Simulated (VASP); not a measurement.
## CaGe2N3: single point with PBE

The system is CaGe2N3.

```
CELL_PARAMETERS angstrom
5.19137 -3.14513 0.00000
5.19137 3.14513 0.00000
0.00000 0.00000 5.13051
ATOMIC_POSITIONS crystal
Ca 0.17873 0.82127 0.47251
Ca 0.82127 0.17873 0.97251
Ge 0.83095 0.50849 0.49239
Ge 0.50849 0.83095 0.99239
Ge 0.16905 0.49151 0.99239
Ge 0.49151 0.16905 0.49239
N 0.56342 0.83832 0.36416
N 0.16168 0.43658 0.36416
N 0.79146 0.20854 0.47039
N 0.83832 0.56342 0.86416
N 0.43658 0.16168 0.86416
N 0.20854 0.79146 0.97039
```

```yaml
Program: VASP 6.6.1
Task: single point
Functional: PBE
Potentials_or_basis: VASP PAW PBE potentials, release 64 (Ca_sv, Ge_d, N)
Cutoff: 520 eV
k_mesh: 3 × 3 × 3
Occupations: gaussian, width 0.2 eV
Spin: no spin polarisation
```

The pressure is -0.1 GPa. The largest force is 0.073 eV/Å and the band gap on the k mesh is zero (band 53 reaches 7.29 eV, above the bottom of band 54 at 6.40 eV).

Forces in eV/Å, atoms in the order of the input:
```
Ca   0.000  0.002  0.017
Ca   0.000 -0.002  0.017
Ge  -0.060 -0.040 -0.005
Ge  -0.060  0.040 -0.005
Ge   0.060  0.040 -0.005
Ge   0.060 -0.040 -0.005
N    0.032  0.009 -0.001
N   -0.032  0.009 -0.001
N    0.000  0.039 -0.005
N    0.032 -0.009 -0.001
N   -0.032 -0.009 -0.001
N    0.000 -0.039 -0.005
```

Stress tensor (GPa, compression positive):
```
-0.14  0.00  0.00
 0.00  0.13  0.00
 0.00  0.00 -0.23
```

Levels at points of the mesh, in eV from the Fermi level:
```
           k point  band 49  band 50  band 51  band 52  band 53  band 54  band 55  band 56  band 57  band 58
(0.00, 0.00, 0.00)    -3.81    -3.71    -3.59    -2.96    -1.63    -0.49     0.93     1.09     1.81     1.92
```

Wall time 92 s on 1 thread of Intel(R) Xeon(R) Platinum 8559C (Emerald Rapids), on a shared host, peak memory 0.32 GiB.

Caveat: the k points lie up to 0.41 Å⁻¹ apart.
